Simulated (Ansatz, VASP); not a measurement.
**ZnS in VASP and in Ansatz**

```
CELL_PARAMETERS angstrom
-3.80672 0.00000 0.00000
0.00000 0.00000 -6.24574
0.00000 -6.59344 0.00000
ATOMIC_POSITIONS crystal
Zn 0.50000 0.99461 0.21217
Zn 0.00000 0.99461 0.71217
Zn 0.00000 0.49461 0.28783
Zn 0.50000 0.49461 0.78783
S 0.50000 0.62039 0.12948
S 0.00000 0.62039 0.62948
S 0.00000 0.12039 0.37052
S 0.50000 0.12039 0.87052
```

Change from the starting cell: mode 4 (71.1 1/cm) frozen in, largest displacement -0.300 Å.

Alike in both runs: task single point; functional r2SCAN; k mesh 6 × 4 × 4; occupations gaussian, width 0.05 eV; no spin polarisation.

```csv
,VASP,Ansatz
version,VASP 6.6.1,Ansatz 0.2.0
potentials or method,"VASP PAW PBE potentials, release 64 (Zn, S), cutoff 520 eV","scalar-relativistic, plane waves, PAW"
valence electrons in the cell,72,72
```

|  | VASP | Ansatz | Ansatz less VASP |
| --- | --- | --- | --- |
| gap on the k mesh at the Fermi level (eV) | 2.65 | 2.64 | -0.010 |
| least direct gap on the mesh (eV) | 2.65 | 2.64 | -0.010 |
| pressure (GPa) | -0.6 | -0.7 | -0.09 |
| traceless stress, the component that is largest in VASP (GPa) | -0.81 | -0.83 | -0.016 |
| rms of the force components (eV/Å) | 0.202 | 0.207 | +0.0054 |

VASP's potentials were made for PBE, not for r2SCAN. Atom by atom the forces differ by 0.011 eV/Å (rms over components).
